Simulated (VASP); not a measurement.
AlN: single point with PBE

The system is AlN.

```
Al N
1.0
     3.19868    0.00000    0.00000
    -1.59934    2.77014    0.00000
     0.00000    0.00000    4.70883
Al N
2 2
Direct
  0.33333 0.66667 0.00000
  0.66667 0.33333 0.50000
  0.33333 0.66667 0.38500
  0.66667 0.33333 0.88500
```

This cell differs from its parent crystal: ratio of the length along z to the lengths across it x 0.92, volume and fractional coordinates fixed.

- Program: VASP 6.6.1
- Task: single point
- Functional: PBE
- Potentials or basis: VASP PAW PBE potentials, release 64 (Al, N)
- Cutoff: 520 eV
- k mesh: 9 × 9 × 6
- Occupations: gaussian, width 0.05 eV
- Spin: no spin polarisation
- Dipole correction: no
- Further INCAR settings: ALGO = Normal; EDIFF = 1e-07; NBANDS = 16

```
Pressure               : 4.3 GPa
Largest force          : 1.129 eV/Å
Band gap on the k mesh : 3.93 eV, direct
```

Forces in eV/Å, atoms in the order of the input:
```
Al   0.000  0.000 -1.129
Al   0.000  0.000 -1.129
N    0.000  0.000  1.129
N    0.000  0.000  1.129
```

Stress tensor (GPa, compression positive):
```
-6.43  0.00  0.00
 0.00 -6.43  0.00
 0.00  0.00 25.79
```

Levels at points of the mesh, in eV from the valence-band top:
| k point | band 5 | band 6 | band 7 | band 8 | band 9 | band 10 | band 11 | band 12 |
| --- | --- | --- | --- | --- | --- | --- | --- | --- |
| (0.00, 0.00, 0.00) | -1.47 | -0.56 | -0.56 | 0.00 | 3.93 | 5.67 | 10.15 | 10.15 |
| (0.00, 0.00, 0.50) | -1.03 | -1.03 | -1.03 | -1.03 | 5.91 | 5.91 | 10.45 | 10.45 |

Run time: 16 s on 1 thread of Intel(R) Xeon(R) Platinum 8488C (Sapphire Rapids), on a shared host, peak memory 0.16 GiB.

Caveat: forces of over 1 eV/Å act on the atoms, so gaps and moduli don't describe the material at rest. A k mesh can miss the band edges.
